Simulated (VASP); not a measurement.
Input of a VASP 6.6.1 run:

INCAR

```
ALGO     = Normal         # electronic algorithm
EDIFF    = 1E-6           # SCF threshold, eV
ENCUT    = 600            # plane-wave cutoff, eV
GGA      = PE             # functional
GGA_COMPAT= F            
ISIF     = 2              # what is computed and relaxed
ISMEAR   = 0              # smearing method
LASPH    = T              # aspherical terms in the spheres
LCHARG   = F              # write CHGCAR
LREAL    = F              # projectors in reciprocal space
LWAVE    = F              # write WAVECAR
NBANDS   = 14             # bands
NELM     = 120            # most SCF steps
PREC     = Accurate       # precision mode
SIGMA    = 0.02           # smearing width, eV
```

KPOINTS

```
k-points
0
Gamma
  8 8 8
```

Contents of POSCAR:

```
NaF
1.0
    0.0000000000      2.3505459842      2.3505459842
    2.3505459842      0.0000000000      2.3505459842
    2.3505459842      2.3505459842      0.0000000000
Na F
1 1
Direct
    0.0000000000      0.0000000000      0.0000000000
    0.5000000000      0.5000000000      0.5000000000
```

Potentials or basis: VASP PAW PBE potentials, release 64 (Na_pv, F).

The run is started by

```console
$ cat potpaw_PBE.64/Na_pv/POTCAR potpaw_PBE.64/F/POTCAR > POTCAR
$ mpirun -np 1 vasp_std > vasp.out
```

Q: Estimate the pressure.

A: -0.3 GPa.

Q: Estimate the band gap on the k mesh.

A: 6.07 eV, direct.
